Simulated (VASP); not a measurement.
# Bi (R-3m) in VASP: single point with r2SCAN

Aim: the single point of Bi with r2SCAN.

Program: VASP 6.6.1. These are calculated values, not measurements. Logs are shortened: lines on timing, memory, paths and dates and some standing lists are left out, and cuts for length are marked.

**1. The cell of the first run**

The structure is trigonal, space group R-3m (No. 166). The conventional cell has a = 4.535 Å, b = 4.535 Å, c = 11.814 Å, α = 90.00°, β = 90.00°, γ = 120.00°. Within 4.0 Å of Bi (site symmetry 3m) lie 6 Bi at 3.06 to 3.52 Å.

**2. Single point, r2SCAN**

The input, POSCAR:

```
Bi
1.0
    2.2675000000      1.3091417354      3.9380000000
   -2.2675000000      1.3091417354      3.9380000000
    0.0000000000     -2.6182834708      3.9380000000
Bi
2
Direct
    0.2340000000      0.2340000000      0.2340000000
    0.7660000000      0.7660000000      0.7660000000
```

The input, INCAR.step1:

```
  PREC = Accurate
  ENCUT = 520
  ISMEAR = 0
  SIGMA = 0.1
  LREAL = F
  LASPH = T
  NELM = 80
  NBANDS = 22
  GGA = PE
  ALGO = Normal
  EDIFF = 1E-4
  LWAVE = T
  LCHARG = F
```

The input, INCAR.step2:

```
  PREC = Accurate
  ENCUT = 520
  EDIFF = 1E-6
  ISMEAR = 0
  SIGMA = 0.1
  LREAL = F
  LASPH = T
  NELM = 80
  ALGO = Normal
  ISIF = 2
  LWAVE = F
  LCHARG = F
  METAGGA = R2SCAN
  LMIXTAU = T
  NBANDS = 22
  ISTART = 1
```

The input, KPOINTS:

```
regular mesh
0
Gamma
  6 6 6
```

Potentials or basis: VASP PAW PBE potentials, release 64 (Bi_d).

Started as:

```sh
cat potpaw_PBE.64/Bi_d/POTCAR > POTCAR
cp INCAR.step1 INCAR
mpirun -np 1 vasp_std > vasp.out
cp INCAR.step2 INCAR
mpirun -np 1 vasp_std > vasp.out
```

OUTCAR:

```text
PREC = Accurate
   ENCUT = 520
   EDIFF = 1E-6
   ISMEAR = 0
   LREAL = F
   LASPH = T
   NELM = 80
   ISIF = 2
   METAGGA = R2SCAN
   ISTART = 1

 ion  position               nearest neighbor table
   1  0.234  0.234  0.234-   2 3.06   2 3.06   2 3.06   2 3.52   2 3.52   2 3.52
   2  0.766  0.766  0.766-   1 3.06   1 3.06   1 3.06   1 3.52   1 3.52   1 3.52

  LATTYP: Found a trigonal (rhomboedric) cell.
 ALAT       =     4.7289800521
 COS(alpha) =     0.5401781303

  Lattice vectors:

 A1 = (   2.2675000000,   1.3091417354,   3.9380000000)
 A2 = (  -2.2675000000,   1.3091417354,   3.9380000000)
 A3 = (   0.0000000000,  -2.6182834708,   3.9380000000)

Analysis of symmetry for initial positions (statically):
=====================================================================
 Subroutine PRICEL returns:
 Original cell was already a primitive cell.

 Routine SETGRP: Setting up the symmetry group for a
 trigonal (rhombohedral) supercell.

 Subroutine GETGRP returns: Found 12 space group operations
 (whereof 12 operations were pure point group operations)
 out of a pool of 12 trial point group operations.

The static configuration has the point symmetry D_3d.

Analysis of symmetry for dynamics (positions and initial velocities):
=====================================================================
 Subroutine PRICEL returns:
 Original cell was already a primitive cell.

 Routine SETGRP: Setting up the symmetry group for a
 trigonal (rhombohedral) supercell.

 Subroutine GETGRP returns: Found 12 space group operations
 (whereof 12 operations were pure point group operations)
 out of a pool of 12 trial point group operations.

The dynamic configuration has the point symmetry D_3d.

 Subroutine INISYM returns: Found 12 space group operations
 (whereof 12 operations are pure point group operations),
 and found     1 'primitive' translations

----------------------------------------------------------------------------------------

                                     Primitive cell

  volume of cell :      70.1392

  direct lattice vectors                    reciprocal lattice vectors
     2.267500000  1.309141735  3.938000000     0.220507166  0.127309872  0.084645336
    -2.267500000  1.309141735  3.938000000    -0.220507166  0.127309872  0.084645336
     0.000000000 -2.618283471  3.938000000     0.000000000 -0.254619744  0.084645336

  length of vectors
     4.728980052  4.728980052  4.728980052     0.268320791  0.268320791  0.268320791

  position of ions in fractional coordinates (direct lattice)
     0.234000000  0.234000000  0.234000000
     0.766000000  0.766000000  0.766000000

  ion indices of the primitive-cell ions
   primitive index   ion index
                 1           1
                 2           2

----------------------------------------------------------------------------------------

 KPOINTS: regular mesh

Automatic generation of k-mesh.
 Grid dimensions read from file:
 generate k-points for:    6    6    6

 Generating k-lattice:

  Cartesian coordinates                     Fractional coordinates (reciprocal lattice)
     0.036751194  0.021218312  0.014107556     0.166666667 -0.000000000  0.000000000
    -0.036751194  0.021218312  0.014107556    -0.000000000  0.166666667  0.000000000
     0.000000000 -0.042436624  0.014107556     0.000000000  0.000000000  0.166666667

  Length of vectors
     0.044720132  0.044720132  0.044720132

  Shift w.r.t. Gamma in fractional coordinates (k-lattice)
     0.000000000  0.000000000  0.000000000

 Subroutine IBZKPT returns following result:
 ===========================================

 Found     32 irreducible k-points:

 Following reciprocal coordinates:
            Coordinates               Weight
  0.000000  0.000000  0.000000      1.000000
  0.166667  0.000000 -0.000000      6.000000
  0.333333  0.000000  0.000000      6.000000
  0.500000  0.000000  0.000000      3.000000
  0.166667  0.166667 -0.000000      6.000000
  0.333333  0.166667  0.000000     12.000000
[... 16 lines left out ...]
  0.500000  0.500000  0.166667      6.000000
 -0.333333  0.500000  0.166667     12.000000
 [... further k-points ...]
   k-points           NKPTS =     32   k-points in BZ     NKDIM =     32   number of bands    NBANDS=     22
   number of dos      NEDOS =    301   number of ions     NIONS =      2
   total plane-waves  NPLWV =  46656
   dimension x,y,z NGX =    36 NGY =   36 NGZ =   36
   dimension x,y,z NGXF=    72 NGYF=   72 NGZF=   72
   ions per type =               2
   NGX,Y,Z   is equivalent  to a cutoff of  12.66, 12.66, 12.66 a.u.
   NGXF,Y,Z  is equivalent  to a cutoff of  25.31, 25.31, 25.31 a.u.
 SYSTEM =  unknown system
   PREC   = accura    normal or accurate (medium, high low for compatibility)
   ISTART =      1    job   : 0-new  1-cont  2-samecut
   ICHARG =      0    charge: 1-file 2-atom 10-const
   ISPIN  =      1    spin polarized calculation?
   LNONCOLLINEAR =      F non collinear calculations
   LSORBIT =      F    spin-orbit coupling
   LASPH  =      T    aspherical Exc in radial PAW
   ENCUT  =  520.0 eV  38.22 Ry    6.18 a.u.   8.79  8.79  8.79*2*pi/ulx,y,z
   NELM   =     80;   NELMIN=  2; NELMDL=  0     # of ELM steps
   EDIFF  = 0.1E-05   stopping-criterion for ELM
   LREAL  =      F    real-space projection
   EDIFFG = 0.1E-04   stopping-criterion for IOM
   NSW    =      0    number of steps for IOM
   IBRION =     -1    ionic relax: 0-MD 1-quasi-New 2-CG
   NFREE  =      0    steps in history (QN), initial steepest desc. (CG)
   ISIF   =      2    stress and relaxation
   ISYM   =      2    0-nonsym 1-usesym 2-fastsym
   POTIM  = 0.5000    time-step for ionic-motion
   TEBEG  =    0.0;   TEEND  =   0.0 temperature during run
   PSTRESS=    0.0 pullay stress
   NELECT =      30.0000    total number of electrons
   NUPDOWN=      -1.0000    fix difference up-down
   EMIN   =  10.00;   EMAX   =-10.00  energy-range for DOS
   EFERMI =   0.00;   METHOD = LEGACY
   ISMEAR =     0;   SIGMA  =   0.10  broadening in eV -4-tet -1-fermi 0-gaus
   EFERMI_NEDOS =   21; number of points for ismear=-14 and -15
   IALGO  =     38    algorithm
   IMIX   =      4    mixing-type and parameters
     AMIX     =   0.40;   BMIX     =  1.00
     AMIX_MAG =   1.60;   BMIX_MAG =  1.00
  volume/ion in A,a.u.               =      35.07       236.66
  Fermi-wavevector in a.u.,A,eV,Ry     =   1.233469  2.330919 20.700530  1.521446
  Thomas-Fermi vector in A             =   2.368198
   LORBIT       =      0    0 simple, 1 ext, 2 COOP (PROOUT), +10 PAW based schemes
   METAGGA = R2SCAN    functional components
   LHFCALC =     F    Hartree Fock is set to
   AEXX    =    0.0000 exact exchange contribution
   IVDW    =     0    specifies the selected vdW correction
   LEPSILON=     F    determine dielectric tensor
   LRPA    =     F    only Hartree local field effects (RPA)
 non-spin polarized calculation
 Gauss-broadening in eV      SIGMA  =   0.10
  energy-cutoff  :      520.00
  volume of cell :       70.14
 maximum number of plane-waves:      1934
   NGX = 17   NGY = 17   NGZ = 17

 number of electron      30.0000004 magnetization

 Free energy of the ion-electron system (eV)
  ---------------------------------------------------
  ext. energy  EPLUGINS =         0.00000000
  ---------------------------------------------------
  free energy    TOTEN  =      -117.01106553 eV

  energy without entropy =     -117.00838120  energy(sigma->0) =     -117.00972336

 E-fermi :   6.2046     XC(G=0): -10.2193

 val. band max:        6.1626657365   @ k =   0.3333   0.1667   0.1667
 cond. band min:       6.8755549236   @ k =   0.3333   0.1667   0.1667
 fundamental gap:      0.7128891871
 Fermi energy:         6.2045895616

 k-point     1 :       0.0000    0.0000    0.0000
  band No.  band energies     occupation
      1     -17.3634      2.00000
      2     -17.3634      2.00000
      3     -17.1959      2.00000
      4     -17.1959      2.00000
      5     -17.1743      2.00000
      6     -16.9877      2.00000
[... 14 lines left out ...]
     21      12.4924      0.00000
     22      13.0687      0.00000

 k-point     2 :       0.1667    0.0000   -0.0000
  band No.  band energies     occupation
      1     -17.3418      2.00000
      2     -17.3355      2.00000
      3     -17.1864      2.00000
      4     -17.1788      2.00000
      5     -17.1594      2.00000
      6     -17.0031      2.00000
[... 14 lines left out ...]
     21      12.8411      0.00000
     22      14.8627      0.00000

 k-point     3 :       0.3333    0.0000    0.0000
  band No.  band energies     occupation
      1     -17.2896      2.00000
      2     -17.2598      2.00000
      3     -17.1672      2.00000
      4     -17.1347      2.00000
      5     -17.1171      2.00000
      6     -17.0530      2.00000
[... 14 lines left out ...]
     21      14.2803      0.00000
     22      17.2404      0.00000

 k-point     4 :       0.5000    0.0000    0.0000
  band No.  band energies     occupation
      1     -17.2551      2.00000
      2     -17.1791      2.00000
      3     -17.1560      2.00000
      4     -17.1319      2.00000
      5     -17.0902      2.00000
      6     -17.0730      2.00000
[... 14 lines left out ...]
     21      15.9667      0.00000
     22      16.1795      0.00000

 k-point     5 :       0.1667    0.1667   -0.0000
  band No.  band energies     occupation
      1     -17.3597      2.00000
      2     -17.3079      2.00000
      3     -17.1950      2.00000
      4     -17.1706      2.00000
      5     -17.1529      2.00000
      6     -17.0093      2.00000
[... 417 lines left out ...]
 k-point    22 :      -0.1667    0.3333    0.1667
  band No.  band energies     occupation
      1     -17.3203      2.00000
      2     -17.1829      2.00000
      3     -17.1699      2.00000
      4     -17.1260      2.00000
      5     -17.1022      2.00000
      6     -17.0708      2.00000
[... 14 lines left out ...]
     21      15.3069      0.00000
     22      16.0987      0.00000

 k-point    23 :       0.5000    0.5000    0.1667
  band No.  band energies     occupation
      1     -17.3305      2.00000
      2     -17.2221      2.00000
      3     -17.1923      2.00000
      4     -17.1154      2.00000
      5     -17.1032      2.00000
      6     -17.0492      2.00000
[... 14 lines left out ...]
     21      16.2480      0.00000
     22      17.2576      0.00000

 k-point    24 :      -0.3333    0.5000    0.1667
  band No.  band energies     occupation
      1     -17.3179      2.00000
      2     -17.2159      2.00000
      3     -17.1769      2.00000
      4     -17.1219      2.00000
      5     -17.0812      2.00000
      6     -17.0686      2.00000
[... 14 lines left out ...]
     21      16.9000      0.00000
     22      17.3131      0.00000

 [... further k-points ...]
[... 5 lines left out ...]
  --------------------------------------------------------------------------------------
  -------------------------------------------------------------------------------------
  Total        0.4541149      0.4541149      0.6869142      0.0000000      0.0000000      0.0000000
  in kB       10.3732633     10.3732633     15.6910561      0.0000000      0.0000000      0.0000000
  external PRESSURE =      12.1458609 kB  Pullay stress =       0.0000000 kB

 VOLUME and BASIS-vectors are now :
 -----------------------------------------------------------------------------
  energy-cutoff  :      520.00
  volume of cell :       70.14
      direct lattice vectors                 reciprocal lattice vectors
     2.267500000  1.309141735  3.938000000     0.220507166  0.127309872  0.084645336
    -2.267500000  1.309141735  3.938000000    -0.220507166  0.127309872  0.084645336
     0.000000000 -2.618283471  3.938000000     0.000000000 -0.254619744  0.084645336

 POSITION                                       TOTAL-FORCE (eV/Angst)
 -----------------------------------------------------------------------------------
      0.00000      0.00000      2.76448         0.000000      0.000000     -0.050565
      0.00000      0.00000      9.04952         0.000000      0.000000      0.050565
 -----------------------------------------------------------------------------------
    total drift:                               -0.000000      0.000000     -0.000000

  FREE ENERGIE OF THE ION-ELECTRON SYSTEM (eV)
  ---------------------------------------------------
  free  energy   TOTEN  =      -117.0110655309 eV

  energy  without entropy=     -117.0083811966  energy(sigma->0) =     -117.00972336
```

It took 4.5 min on 1 thread of AMD EPYC 7R43 (Zen 3), shared host; peak memory 0.19 GiB.

Results:

```
Free energy            : -117.0111 eV
Pressure               : 1.2 GPa
Largest force          : 0.051 eV/Å
Band gap on the k mesh : zero (band 15 reaches 6.16 eV, above the bottom of band 16 at 6.15 eV)
```

Forces on the atoms (eV/Å):
```
Bi   0.000  0.000 -0.051
Bi   0.000  0.000  0.051
```

Levels at points of the mesh, in eV from the Fermi level:
| k point | band 13 | band 14 | band 15 | band 16 | band 17 | band 18 |
| --- | --- | --- | --- | --- | --- | --- |
| (0.00, 0.00, 0.00) | -1.54 | -1.29 | -1.29 | 2.69 | 3.18 | 3.18 |
| (0.50, 0.00, 0.00) | -1.36 | -1.25 | -0.17 | -0.06 | 0.72 | 1.18 |
| (0.50, 0.50, 0.00) | -4.85 | -3.14 | -3.04 | 2.70 | 5.28 | 5.86 |
| (0.50, 0.50, 0.50) | -0.73 | -0.64 | -0.64 | 0.79 | 0.79 | 0.93 |

Caveat: the PAW data sets were made with another functional, which shifts forces and pressure a little; spin-orbit coupling is left out, which moves the levels of the heavy elements.
